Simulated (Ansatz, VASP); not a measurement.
# BaH in VASP and in Ansatz

```
Ba H
1.0
     1.84726   -7.01902    0.00000
     1.84726    7.01902    0.00000
     0.00000    0.00000    4.03560
Ba H
2 2
Direct
  0.38803 0.61197 0.75000
  0.61197 0.38803 0.25000
  0.06013 0.93987 0.75000
  0.93987 0.06013 0.25000
```

Alike in both runs: functional PBE; k mesh 14 × 14 × 12; occupations gaussian, width 0.1 eV; no spin polarisation.

Ansatz relaxed the structure, and its values are those at the end. VASP's run is a single point on that final structure, the one shown.

```csv
,VASP,Ansatz
version,VASP 6.6.1,Ansatz 0.2.0
potentials or method,"VASP PAW PBE potentials, release 64 (Ba_sv, H), cutoff 520 eV","scalar-relativistic, plane waves, PAW"
valence electrons in the cell,22,22
```

VASP gave:

| Quantity | Value |
| --- | --- |
| gap on the k mesh at the Fermi level (eV) | none |
| pressure (GPa) | 0.5 |
| rms of the force components (eV/Å) | 0.029 |

Q: Which values does Ansatz return?

A: gap on the k mesh at the Fermi level (eV): none; pressure (GPa): 0.0; rms of the force components (eV/Å): 0.001.

A gap of «none» marks a metal or a gap that the smearing closes.

Neither program's run includes spin-orbit coupling.
